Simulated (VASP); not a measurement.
Crystal: Fe.

```xyz
1
Lattice="-1.4430 1.4430 1.4430 1.4430 -1.4430 1.4430 1.4430 1.4430 -1.4430" Properties=species:S:1:pos:R:3 pbc="T T T"
Fe    0.0000    0.0000    0.0000
```

Base run:

```yaml
Program: VASP 6.6.1
Functional: r2SCAN
Potentials_or_basis: VASP PAW PBE potentials, release 64 (Fe)
Cutoff: 520 eV
k_mesh: 14 × 14 × 14
Occupations: fermi-dirac, width 0.05 eV
Spin: collinear spin, ferromagnetic start
Starting_moments: "[2.96] μB"
Fixed_moment: 2.96 μB
```

Its results: pressure 4.4 GPa; site moments Fe +3.00 μB.

The run is repeated on the same cell with these changes: fixed moment from 2.96 μB to 1.34 μB; moments at the start from [2.96] to [1.34]. What comes out?

Pressure -23.9 GPa; site moments Fe +1.41 μB.

Caveats: the PAW data sets were made with another functional, which shifts forces and pressure a little; the total moment is fixed, so each spin has its own Fermi level.
